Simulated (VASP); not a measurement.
A run of VASP 6.6.1:

File INCAR:

```
PREC = Accurate
ENCUT = 520
EDIFF = 1E-6
ISMEAR = 0
SIGMA = 0.05
LREAL = False
LASPH = True
NELM = 60
ALGO = Normal
ISIF = 2
LWAVE = False
LCHARG = True
GGA = PE
LELF = True
LVHAR = True
NBANDS = 25
```

KPOINTS

```
regular mesh
0
Gamma
  6 6 8
```

Contents of POSCAR:

```
SiO2
1.0
    4.2358788266      0.0000000000      0.0000000000
    0.0000000000      4.5323903445      0.0000000000
    0.0000000000      0.0000000000      2.6897743046
Si O
2 4
Direct
    0.5000000000      0.5000000000      0.5000000000
    0.0000000000      0.0000000000      0.0000000000
    0.7209573303      0.6650682551      0.0000000000
    0.2209573303      0.8349317449      0.5000000000
    0.2790426697      0.3349317449      0.0000000000
    0.7790426697      0.1650682551      0.5000000000
```

Potentials or basis: VASP PAW PBE potentials, release 64 (Si, O).

Command:

```bash
$ cat potpaw_PBE.64/Si/POTCAR potpaw_PBE.64/O/POTCAR > POTCAR
$ mpirun -np 1 vasp_std > vasp.out
```

Hardware: 1 thread of Intel(R) Xeon(R) Platinum 8259CL CPU @ 2.50GHz (Skylake/Cascade Lake), with other jobs on the host.

**Question.** How long does it take, and how much memory?

**Answer.** Wall time 55 s on 1 thread of Intel(R) Xeon(R) Platinum 8259CL CPU @ 2.50GHz (Skylake/Cascade Lake), on a shared host, peak memory 0.2 GiB. Counts: scf iterations 13, k points 80.
